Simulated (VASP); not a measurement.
Runs of VASP 6.6.1 on FeO. The structure is that of space group Fm-3m (No. 225), or close to it. The cells are those of the table. 

```tsv
task	level	potentials or basis	spin	U	fixed moment (μB)	cell	k mesh	cutoff (eV)	smearing	tolerance level	purpose	route	dipole correction	grid for exact exchange (PRECFOCK)	gap on the mesh (eV)	pressure (GPa)	moment (μB)
band structure	PBE+U	VASP PAW PBE potentials, release 64 (Fe, O)	collinear, ferromagnetic start	Fe d U = 6 eV	-	a = 3.048 Å, angles 60.0°, 2 atoms	25 × 25 × 25	640	gaussian 0.04 eV	standard	bands	KPOINTS_OPT	-	-	-	(b)	4.01
single point	BLYP+D4	VASP PAW PBE potentials, release 64 (Fe_sv, O)	collinear, ferromagnetic start	-	-	a = 3.048 Å, angles 60.0°, 2 atoms	11 × 11 × 11	700	fermi-dirac 0.05 eV	-	-	-	no	-	none	-3.0	4.00
single point	LDA+U	VASP PAW LDA potentials, release 64 (Fe, O)	collinear	Fe d U = 3.0 eV	2.0	a = 3.048 Å, angles 60.0°, 2 atoms	11 × 11 × 11	600	methfessel-paxton 0.1 eV	-	-	-	no	-	-	-32.4	2.00
single point	PBE-based screened hybrid with 25 % exact exchange	VASP PAW PBE potentials, release 64 (Fe, O)	collinear, ferromagnetic start	-	-	a = 3.011 Å, angles 60.0°, 2 atoms	6 × 6 × 6	520	fermi-dirac 0.05 eV	-	-	-	no	Normal	none	0.7	4.00
band structure	PBE+U	VASP PAW PBE potentials, release 64 (Fe, O)	collinear, ferromagnetic start	Fe d U = 6 eV	-	a = 3.048 Å, angles 60.0°, 2 atoms	12 × 12 × 12	460	gaussian 0.07 eV	standard	bands	KPOINTS_OPT	-	-	-	(a)	4.01
```

Problem. Fill in the values left out.

Solution. (a) -1.9; (b) -1.5.

Caveats: some runs use coarse meshes; a cell with one magnetic atom can't hold antiferromagnetic order, which such compounds often take; the PAW data sets were made with another functional, which shifts forces and pressure a little (at least some runs); semilocal functionals often make such compounds metallic where correlation or magnetic order opens a gap, which also shifts bond lengths (at least some runs); the cell stands under tension (at least some runs); the total moment is fixed, so each spin has its own Fermi level and the state may be an excited one (at least some runs); the cutoff is under 1.25 times the usual one of these potentials, so pressure, stress and relaxed cells hold a basis-set (Pulay) error (at least some runs).

A gap of «none» marks levels without a gap at the run's occupations.

The runs don't all hold the same shells in valence.
